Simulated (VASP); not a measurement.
# Au (Cmcm) in VASP: further runs

Au is run at these levels: PBE; tasks: single point.

All numbers are computed with VASP 6.6.1; they aren't measurements. Logs are shortened: lines on timing, memory, paths and dates and some standing lists are left out, and cuts for length are marked.

### Step 1. The cell of the first run

Symmetry: Cmcm, No. 63, orthorhombic system. The conventional cell has a = 2.917 Å, b = 5.052 Å, c = 4.890 Å, α = 90.00°, β = 90.00°, γ = 90.00°. Au (site symmetry m2m) has 12 Au at 2.59 to 3.31 Å within 3.4 Å.

### Step 2. Single point, PBE (atoms displaced along a vibrational mode)

The input, INCAR:

```
PREC = Accurate
ENCUT = 500
EDIFF = 1E-6
ISMEAR = 0
SIGMA = 0.15
LREAL = F
LASPH = T
NELM = 120
ALGO = Normal
ISIF = 2
LWAVE = F
LCHARG = F
GGA = PE
NBANDS = 18
GGA_COMPAT = F
```

The input, KPOINTS:

```
Automatic mesh
0
Gamma
  18 18 10
```

The input, POSCAR:

```
Au
1.0
    2.9169619367      0.0000000000      0.0000000000
   -1.4584809683      2.5261631390      0.0000000000
    0.0000000000      0.0000000000      4.8900308251
Au
2
Direct
    0.4168592136      0.8337184273      0.7500000000
    0.5831407864      0.1662815727      0.2500000000
```

Potentials or basis: VASP PAW PBE potentials, release 64 (Au).

The run is started by

```sh
> cat potpaw_PBE.64/Au/POTCAR > POTCAR
> mpirun -np 1 vasp_std > vasp.out
```

OUTCAR:

```text
PREC = Accurate
   ENCUT = 500
   EDIFF = 1E-6
   ISMEAR = 0
   LREAL = F
   LASPH = T
   NELM = 120
   ISIF = 2
   GGA = PE

 ion  position               nearest neighbor table
   1  0.417  0.834  0.750-   2 2.59   2 2.59   2 3.31   2 3.31   2 3.31   2 3.31
   2  0.583  0.166  0.250-   1 2.59   1 2.59   1 3.31   1 3.31   1 3.31   1 3.31

  LATTYP: Found a hexagonal cell.
 ALAT       =     2.9169619367
 C/A-ratio  =     1.6764122848

  Lattice vectors:

 A1 = (   2.9169619367,   0.0000000000,   0.0000000000)
 A2 = (  -1.4584809683,   2.5261631390,   0.0000000000)
 A3 = (   0.0000000000,   0.0000000000,   4.8900308251)

Analysis of symmetry for initial positions (statically):
=====================================================================
 Subroutine PRICEL returns:
 Original cell was already a primitive cell.

 Routine SETGRP: Setting up the symmetry group for a
 hexagonal supercell.

 Subroutine GETGRP returns: Found  8 space group operations
 (whereof  4 operations were pure point group operations)
 out of a pool of 24 trial point group operations.

The static configuration has the point symmetry C_2h.
 The point group associated with its full space group is D_2h.

Analysis of symmetry for dynamics (positions and initial velocities):
=====================================================================
 Subroutine PRICEL returns:
 Original cell was already a primitive cell.

 Routine SETGRP: Setting up the symmetry group for a
 hexagonal supercell.

 Subroutine GETGRP returns: Found  8 space group operations
 (whereof  4 operations were pure point group operations)
 out of a pool of 24 trial point group operations.

The dynamic configuration has the point symmetry C_2h.
 The point group associated with its full space group is D_2h.

 Subroutine INISYM returns: Found  8 space group operations
 (whereof  4 operations are pure point group operations),
 and found     1 'primitive' translations

----------------------------------------------------------------------------------------

                                     Primitive cell

  volume of cell :      36.0333

  direct lattice vectors                    reciprocal lattice vectors
     2.916961937  0.000000000  0.000000000     0.342822437  0.197928626  0.000000000
    -1.458480968  2.526163139  0.000000000     0.000000000  0.395857253  0.000000000
     0.000000000  0.000000000  4.890030825     0.000000000  0.000000000  0.204497688

  length of vectors
     2.916961937  2.916961937  4.890030825     0.395857253  0.395857253  0.204497688

  position of ions in fractional coordinates (direct lattice)
     0.416859214  0.833718427  0.750000000
     0.583140786  0.166281573  0.250000000

  ion indices of the primitive-cell ions
   primitive index   ion index
                 1           1
                 2           2

----------------------------------------------------------------------------------------

 KPOINTS: Automatic mesh

Automatic generation of k-mesh.
 Grid dimensions read from file:
 generate k-points for:   18   18   10

 Generating k-lattice:

  Cartesian coordinates                     Fractional coordinates (reciprocal lattice)
     0.019045691  0.010996035  0.000000000     0.055555556  0.000000000  0.000000000
     0.000000000  0.021992070  0.000000000     0.000000000  0.055555556  0.000000000
     0.000000000  0.000000000  0.020449769     0.000000000  0.000000000  0.100000000

  Length of vectors
     0.021992070  0.021992070  0.020449769

  Shift w.r.t. Gamma in fractional coordinates (k-lattice)
     0.000000000  0.000000000  0.000000000

 Subroutine IBZKPT returns following result:
 ===========================================

 Found    546 irreducible k-points:

 Following reciprocal coordinates:
            Coordinates               Weight
  0.000000  0.000000  0.000000      1.000000
  0.055556 -0.000000  0.000000      4.000000
  0.000000  0.055556  0.000000      2.000000
  0.111111 -0.000000  0.000000      4.000000
  0.000000  0.111111  0.000000      2.000000
  0.166667 -0.000000  0.000000      4.000000
[... 16 lines left out ...]
 -0.055556  0.166667  0.000000      4.000000
 -0.166667  0.111111  0.000000      4.000000
 [... further k-points ...]
   k-points           NKPTS =    546   k-points in BZ     NKDIM =    546   number of bands    NBANDS=     18
   number of dos      NEDOS =    301   number of ions     NIONS =      2
   total plane-waves  NPLWV =  20736
   dimension x,y,z NGX =    24 NGY =   24 NGZ =   36
   dimension x,y,z NGXF=    48 NGYF=   48 NGZF=   72
   ions per type =               2
   NGX,Y,Z   is equivalent  to a cutoff of  13.68, 13.68, 12.24 a.u.
   NGXF,Y,Z  is equivalent  to a cutoff of  27.36, 27.36, 24.48 a.u.
 SYSTEM =  unknown system
   PREC   = accura    normal or accurate (medium, high low for compatibility)
   ISTART =      0    job   : 0-new  1-cont  2-samecut
   ICHARG =      2    charge: 1-file 2-atom 10-const
   ISPIN  =      1    spin polarized calculation?
   LNONCOLLINEAR =      F non collinear calculations
   LSORBIT =      F    spin-orbit coupling
   LASPH  =      T    aspherical Exc in radial PAW
   ENCUT  =  500.0 eV  36.75 Ry    6.06 a.u.   5.32  5.32  8.92*2*pi/ulx,y,z
   NELM   =    120;   NELMIN=  2; NELMDL= -5     # of ELM steps
   EDIFF  = 0.1E-05   stopping-criterion for ELM
   LREAL  =      F    real-space projection
   EDIFFG = 0.1E-04   stopping-criterion for IOM
   NSW    =      0    number of steps for IOM
   IBRION =     -1    ionic relax: 0-MD 1-quasi-New 2-CG
   NFREE  =      0    steps in history (QN), initial steepest desc. (CG)
   ISIF   =      2    stress and relaxation
   ISYM   =      2    0-nonsym 1-usesym 2-fastsym
   POTIM  = 0.5000    time-step for ionic-motion
   TEBEG  =    0.0;   TEEND  =   0.0 temperature during run
   PSTRESS=    0.0 pullay stress
   NELECT =      22.0000    total number of electrons
   NUPDOWN=      -1.0000    fix difference up-down
   EMIN   =  10.00;   EMAX   =-10.00  energy-range for DOS
   EFERMI =   0.00;   METHOD = LEGACY
   ISMEAR =     0;   SIGMA  =   0.15  broadening in eV -4-tet -1-fermi 0-gaus
   EFERMI_NEDOS =   21; number of points for ismear=-14 and -15
   IALGO  =     38    algorithm
   IMIX   =      4    mixing-type and parameters
     AMIX     =   0.40;   BMIX     =  1.00
     AMIX_MAG =   1.60;   BMIX_MAG =  1.00
  volume/ion in A,a.u.               =      18.02       121.58
  Fermi-wavevector in a.u.,A,eV,Ry     =   1.388826  2.624500 26.243426  1.928837
  Thomas-Fermi vector in A             =   2.512915
   LORBIT       =      0    0 simple, 1 ext, 2 COOP (PROOUT), +10 PAW based schemes
   GGA     = PE    functional components
   LHFCALC =     F    Hartree Fock is set to
   AEXX    =    0.0000 exact exchange contribution
   IVDW    =     0    specifies the selected vdW correction
   LEPSILON=     F    determine dielectric tensor
   LRPA    =     F    only Hartree local field effects (RPA)
 non-spin polarized calculation
 Gauss-broadening in eV      SIGMA  =   0.15
  energy-cutoff  :      500.00
  volume of cell :       36.03
 maximum number of plane-waves:       930
 NGX is ok and might be reduce to    24
   NGX = 11   NGY = 11   NGZ = 17

 number of electron      21.9999998 magnetization

 Free energy of the ion-electron system (eV)
  ---------------------------------------------------
  ext. energy  EPLUGINS =         0.00000000
  ---------------------------------------------------
  free energy    TOTEN  =        -6.06799560 eV

  energy without entropy =       -6.05940511  energy(sigma->0) =       -6.06370035

 E-fermi :   8.5270     XC(G=0): -12.3456

 val. band max:        8.5258208292   @ k =  -0.2222   0.5000   0.2000
 cond. band min:       8.5284706975   @ k =   0.1111   0.1111   0.2000
 fundamental gap:      0.0026498683
 Fermi energy:         8.5270485488

 k-point     1 :       0.0000    0.0000    0.0000
  band No.  band energies     occupation
      1      -0.7083      2.00000
      2       2.0022      2.00000
      3       2.7529      2.00000
      4       4.2596      2.00000
      5       4.3975      2.00000
      6       4.5330      2.00000
[... 10 lines left out ...]
     17      26.5141      0.00000
     18      28.1795      0.00000

 k-point     2 :       0.0556   -0.0000    0.0000
  band No.  band energies     occupation
      1      -0.6196      2.00000
      2       2.0787      2.00000
      3       2.7858      2.00000
      4       4.2336      2.00000
      5       4.4261      2.00000
      6       4.5335      2.00000
[... 10 lines left out ...]
     17      25.6579      0.00000
     18      28.1652      0.00000

 k-point     3 :       0.0000    0.0556    0.0000
  band No.  band energies     occupation
      1      -0.6165      2.00000
      2       2.0804      2.00000
      3       2.7857      2.00000
      4       4.3197      2.00000
      5       4.3291      2.00000
      6       4.5493      2.00000
[... 10 lines left out ...]
     17      25.9711      0.00000
     18      27.2121      0.00000

 k-point     4 :       0.1111   -0.0000    0.0000
  band No.  band energies     occupation
      1      -0.3610      2.00000
      2       2.2912      2.00000
      3       2.8833      2.00000
      4       4.1372      2.00000
      5       4.4169      2.00000
      6       4.4273      2.00000
[... 375 lines left out ...]
      4       4.0825      2.00000
      5       4.2049      2.00000
      6       4.3716      2.00000
[... 10 lines left out ...]
     17      25.7718      0.00000
     18      26.2257      0.00000

 k-point    23 :      -0.0556    0.1667    0.0000
  band No.  band energies     occupation
      1      -0.0909      2.00000
      2       2.4588      2.00000
      3       3.0157      2.00000
      4       4.0729      2.00000
      5       4.3949      2.00000
      6       4.4358      2.00000
[... 10 lines left out ...]
     17      25.6354      0.00000
     18      26.1788      0.00000

 k-point    24 :      -0.1667    0.1111    0.0000
  band No.  band energies     occupation
      1      -0.1190      2.00000
      2       2.4894      2.00000
      3       2.9708      2.00000
      4       4.0135      2.00000
      5       4.0555      2.00000
      6       4.3449      2.00000
[... 10 lines left out ...]
     17      25.8200      0.00000
     18      26.6697      0.00000

 [... further k-points ...]

------------------------ aborting loop because EDIFF is reached ----------------------------------------

  FORCE on cell =-STRESS in cart. coord.  units (eV):
  Direction    XX          YY          ZZ          XY          YZ          ZX
  --------------------------------------------------------------------------------------
  -------------------------------------------------------------------------------------
  Total       -0.3809710      0.0906230      5.8243381      0.0000000      0.0000000      0.0000000
  in kB      -16.9394293      4.0294433    258.9723573      0.0000000      0.0000000      0.0000000
  external PRESSURE =      82.0207904 kB  Pullay stress =       0.0000000 kB

 VOLUME and BASIS-vectors are now :
 -----------------------------------------------------------------------------
  energy-cutoff  :      500.00
  volume of cell :       36.03
      direct lattice vectors                 reciprocal lattice vectors
     2.916961937  0.000000000  0.000000000     0.342822437  0.197928626  0.000000000
    -1.458480968  2.526163139  0.000000000     0.000000000  0.395857253  0.000000000
     0.000000000  0.000000000  4.890030825     0.000000000  0.000000000  0.204497688

 POSITION                                       TOTAL-FORCE (eV/Angst)
 -----------------------------------------------------------------------------------
     -0.00000      2.10611      3.66752        -0.000000     -0.929718      0.000000
      1.45848      0.42005      1.22251         0.000000      0.929718      0.000000
 -----------------------------------------------------------------------------------
    total drift:                               -0.000000      0.000000      0.000000

  FREE ENERGIE OF THE ION-ELECTRON SYSTEM (eV)
  ---------------------------------------------------
  free  energy   TOTEN  =        -6.0679955988 eV

  energy  without entropy=       -6.0594051061  energy(sigma->0) =       -6.06370035
```

Run time: 74 s. Hardware: 1 thread of Intel Xeon 6975P-C (Granite Rapids), shared host; peak memory 0.37 GiB.

Results:

| Item | Value |
| --- | --- |
| Free energy | -6.0680 eV |
| Pressure | 8.2 GPa |
| Largest force | 0.930 eV/Å |
| Band gap on the k mesh | zero (bands 11 and 12 overlap by 5.13 eV) |

Forces on the atoms (eV/Å):
```
Au   0.000 -0.930  0.000
Au   0.000  0.930  0.000
```

Caveat: the cell differs from its parent crystal (atoms displaced along a vibrational mode); the cell stands under pressure; spin-orbit coupling is left out, which moves the levels of the heavy elements.

### Step 3. Single point, PBE (atoms displaced along a vibrational mode)

The input, INCAR:

```
PREC = Accurate ; ENCUT = 500
EDIFF = 1E-6 ; ISMEAR = 0
SIGMA = 0.15 ; LREAL = F
LASPH = T ; NELM = 120
ALGO = Normal ; ISIF = 2
LWAVE = F ; LCHARG = F
GGA = PE ; NBANDS = 18
GGA_COMPAT = F
```

KPOINTS is that of step 2.

The input, POSCAR:

```
Au
1.0
    2.9169619367      0.0000000000      0.0000000000
   -1.4584809683      2.5261631390      0.0000000000
    0.0000000000      0.0000000000      4.8900308251
Au
2
Direct
    0.2915703932      0.5831407864      0.7500000000
    0.7084296068      0.4168592136      0.2500000000
```

Potentials or basis: VASP PAW PBE potentials, release 64 (Au).

The run is started by

```sh
> cat potpaw_PBE.64/Au/POTCAR > POTCAR
> mpirun -np 1 vasp_std > vasp.out
```

Wall time 76 s (1 thread of Intel Xeon 6975P-C (Granite Rapids), shared host); peak memory 0.37 GiB.

The run converged. Its results:

| Quantity | Value |
| --- | --- |
| Free energy | -6.4142 eV |
| Pressure | 0.5 GPa |
| Largest force | 0.037 eV/Å |
| Band gap on the k mesh | zero (bands 11 and 12 overlap by 6.19 eV) |

Forces on the atoms (eV/Å):
```
Au   0.000  0.037  0.000
Au   0.000 -0.037  0.000
```

Stress tensor (GPa, compression positive):
```
 0.88  0.00  0.00
 0.00 -0.93  0.00
 0.00  0.00  1.42
```

Levels at points of the mesh, in eV from the Fermi level:
```tsv
k point	band 7	band 8	band 9	band 10	band 11	band 12	band 13	band 14	band 15	band 16
(0.00, 0.00, 0.00)	-3.91	-3.87	-2.81	-2.69	-1.65	-0.85	2.55	14.40	15.65	15.66
(0.50, 0.00, 0.00)	-3.92	-2.38	-1.88	-1.68	0.70	1.18	5.99	6.57	8.22	10.35
(0.00, 0.50, 0.00)	-2.39	-1.85	-1.77	-1.70	-0.40	1.86	4.96	5.31	7.80	10.19
(0.00, 0.00, 0.50)	-4.22	-4.22	-2.80	-2.80	-2.56	-2.56	10.29	10.29	15.23	15.23
(0.50, 0.00, 0.50)	-1.88	-1.88	-1.72	-1.72	0.25	0.25	3.90	3.90	12.14	12.14
(0.00, 0.50, 0.50)	-3.22	-3.22	-1.76	-1.76	1.42	1.42	3.05	3.05	13.31	13.31
```

Caveat: the cell differs from its parent crystal (atoms displaced along a vibrational mode); spin-orbit coupling is left out, which moves the levels of the heavy elements.
